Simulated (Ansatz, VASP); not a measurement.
# BP: VASP beside Ansatz

```
B P
1.0
     0.00000    2.27414    2.27414
     2.27414    0.00000    2.27414
     2.27414    2.27414    0.00000
B P
1 1
Direct
  0.00000 0.00000 0.00000
  0.25000 0.25000 0.25000
```

Alike in both runs: functional PBE; k mesh 10 × 10 × 10; occupations gaussian, width 0.02 eV; no spin polarisation.

Ansatz relaxed the structure, and its values are those at the end. VASP's run is a single point on that final structure, the one shown.

|  | VASP | Ansatz |
| --- | --- | --- |
| version | VASP 6.6.1 | Ansatz 0.2.0 |
| potentials or method | VASP PAW PBE potentials, release 64 (B, P), cutoff 500 eV | scalar-relativistic, plane waves, PAW |
| valence electrons in the cell | 8 | 8 |

VASP gave:

```
gap on the k mesh at the Fermi level (eV) : 1.25
least direct gap on the mesh (eV)         : 3.39
pressure (GPa)                            : -0.2
```

Question: What did Ansatz give for the same quantities?

Answer: gap on the k mesh at the Fermi level (eV): 1.25; least direct gap on the mesh (eV): 3.39; pressure (GPa): 0.0.

The functional is the same, so the differences come from potentials, cutoffs and numerics.
